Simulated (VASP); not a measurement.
## AlCu: single point with PBEsol

AlCu:

```
Al Cu
1.0
     2.99751    0.00000    0.00000
     0.00000    2.99751    0.00000
     0.00000    0.00000    2.99751
Al Cu
1 1
Direct
  0.00000 0.00000 0.00000
  0.50000 0.50000 0.62510
```

This cell differs from its parent crystal: all Cu atoms moved +0.375 Å, as atom 2 along Cartesian [0 0 1].

| Quantity | Value |
| --- | --- |
| Program | VASP 6.6.1 |
| Task | single point |
| Functional | PBEsol |
| Potentials or basis | VASP PAW PBE potentials, release 64 (Al, Cu) |
| Cutoff | 520 eV |
| k mesh | 16 × 16 × 16 |
| Occupations | gaussian, width 0.15 eV |
| Spin | no spin polarisation |

| Property | Result |
| --- | --- |
| Pressure | 1.9 GPa |
| Largest force | 1.393 eV/Å |
| Band gap on the k mesh | zero (band 7 reaches 12.76 eV, above the bottom of band 8 at 7.96 eV) |

Forces in eV/Å, atoms in the order of the input:
```
Al   0.000  0.000  1.393
Cu   0.000  0.000 -1.393
```

Stress tensor (GPa, compression positive):
```
 3.50  0.00  0.00
 0.00  3.50  0.00
 0.00  0.00 -1.37
```

Levels at points of the mesh, in eV from the Fermi level:
```csv
k point,band 3,band 4,band 5,band 6,band 7,band 8,band 9,band 10,band 11,band 12
"(0.00, 0.00, 0.00)",-4.94,-4.03,-3.93,-3.93,3.87,3.87,4.10,6.35,6.45,9.61
"(0.50, 0.00, 0.00)",-4.70,-4.48,-4.31,-3.89,-3.24,7.34,8.08,8.08,8.56,8.62
"(0.00, 0.00, 0.50)",-4.78,-4.34,-4.34,-3.98,-3.12,7.40,7.40,7.45,9.25,9.25
"(0.50, 0.50, 0.00)",-4.46,-4.46,-3.60,-3.44,-3.44,-0.93,-0.12,10.50,11.81,11.81
"(0.00, 0.50, 0.50)",-4.38,-4.25,-3.72,-3.57,-3.38,-0.79,-0.14,10.30,11.98,12.90
"(0.50, 0.50, 0.50)",-5.42,-3.58,-3.53,0.28,0.28,0.90,1.46,2.76,2.76,2.81
```

It took 82 s on 1 thread of Intel(R) Xeon(R) Platinum 8488C (Sapphire Rapids) (shared host), peak memory 0.26 GiB.

Caveat: the cell differs from its parent crystal (all Cu atoms moved +0.375 Å, as atom 2 along Cartesian [0 0 1]); the PAW data sets were made with another functional, which shifts forces and pressure a little.
